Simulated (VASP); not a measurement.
Set up this calculation in VASP 6.6.1, as the native input.

```
Task                   : relaxation of cell and atoms
Functional             : PBE
Potentials or basis    : VASP PAW PBE potentials, release 64 (Ni)
Cutoff                 : 600 eV
k mesh                 : 4 × 4 × 4
Occupations            : gaussian, width 0.1 eV
Spin                   : collinear spin, ferromagnetic start
Starting moments       : [0.68, 0.68, 0.68, 0.68, 0.68, 0.68, 0.68, 0.68] μB
Dipole correction      : no
Further INCAR settings : ALGO = Fast; EDIFF = 1e-06; IBRION = 2; EDIFFG = -0.04; NSW = 90; ISIF = 3
```

The structure of Ni lies in POSCAR:

```
Ni
1.0
    4.4126996780      0.0000000000      0.0000000000
    0.0000000000      4.4126996780      0.0000000000
    0.0000000000      0.0000000000      4.4126996780
Ni
8
Direct
    0.5000000000      0.5000000000      0.5000000000
    0.0000000000      0.0000000000      0.0000000000
    0.2500000000      0.0000000000      0.5000000000
    0.5000000000      0.2500000000      0.0000000000
    0.5000000000      0.7500000000      0.0000000000
    0.7500000000      0.0000000000      0.5000000000
    0.0000000000      0.5000000000      0.7500000000
    0.0000000000      0.5000000000      0.2500000000
```

The input as run:

INCAR

```
SYSTEM = Ni
  PREC = Accurate
  ENCUT = 600
  EDIFF = 1E-6
  ISMEAR = 0
  SIGMA = 0.1
  LREAL = .False.
  LASPH = .True.
  NELM = 150
  ALGO = Fast
  ISIF = 3
  LWAVE = .False.
  LCHARG = .False.
  ISPIN = 2
  MAGMOM = 0.68 0.68 0.68 0.68 0.68 0.68 0.68 0.68
  LORBIT = 11
  LMAXMIX = 4
  GGA = PE
  IBRION = 2
  NSW = 90
  EDIFFG = -0.04
```

KPOINTS

```
regular mesh
0
Gamma
  4 4 4
  0 0 0
```

Potentials or basis: VASP PAW PBE potentials, release 64 (Ni).

Command:

```console
$ cat potpaw_PBE.64/Ni/POTCAR > POTCAR
$ mpirun -np 1 vasp_std > vasp.out
```

Results of the run:

| Property | Result |
| --- | --- |
| Relaxed volume | 11.15 Å³/atom |
| Relaxed cell | a = 4.468 Å, b = 4.468 Å, c = 4.468 Å, α = 90.00°, β = 90.00°, γ = 90.00° |
| Space group after relaxing (to 0.05 Å) | Pm-3n (No. 223) |
| Energy gained by relaxing | 9.3 meV/atom |
| Ionic steps | 3 |
| Pressure after relaxing | 0.0 GPa |
| Net moment | 4.76 μB per cell |
| Site moments | Ni +0.60, +0.61 μB |
| Valence electrons inside the program's atomic spheres | Ni 9.29 |

Wall time 6 min on 1 thread of Intel(R) Xeon(R) Platinum 8375C CPU @ 2.90GHz (Ice Lake), on a shared host, peak memory 0.27 GiB.
